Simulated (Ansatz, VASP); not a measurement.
ScAl2P3 in VASP and in Ansatz

```
Sc Al P
1.0
     3.43882    0.00000    0.00000
     0.00000    3.43882    0.00000
     0.00000    0.00000    8.60286
Sc Al P
1 2 3
Direct
  0.00000 0.00000 0.50000
  0.00000 0.00000 0.15836
  0.00000 0.00000 0.84164
  0.50000 0.50000 0.36922
  0.50000 0.50000 0.63078
  0.50000 0.50000 0.00000
```

Alike in both runs: functional PBE; k mesh 6 × 6 × 2; occupations gaussian, width 0.1 eV; no spin polarisation.

Ansatz relaxed the structure, and its values are those at the end. VASP's run is a single point on that final structure, the one shown.

```csv
,VASP,Ansatz
version,VASP 6.6.1,Ansatz 0.2.0
potentials or method,"VASP PAW PBE potentials, release 64 (Sc_sv, Al, P), cutoff 520 eV","scalar-relativistic, plane waves, PAW"
valence electrons in the cell,32,32
```

```csv
,VASP,Ansatz,Ansatz less VASP
gap on the k mesh at the Fermi level (eV),none,none,-
pressure (GPa),0.1,0.1,-0.01
rms of the force components (eV/Å),0.014,0.006,-0.0085
```

A gap of «none» marks a metal or a gap that the smearing closes. The functional is the same, so the differences come from potentials, cutoffs and numerics.

The k mesh is coarse, so the values compare programs but aren't converged.
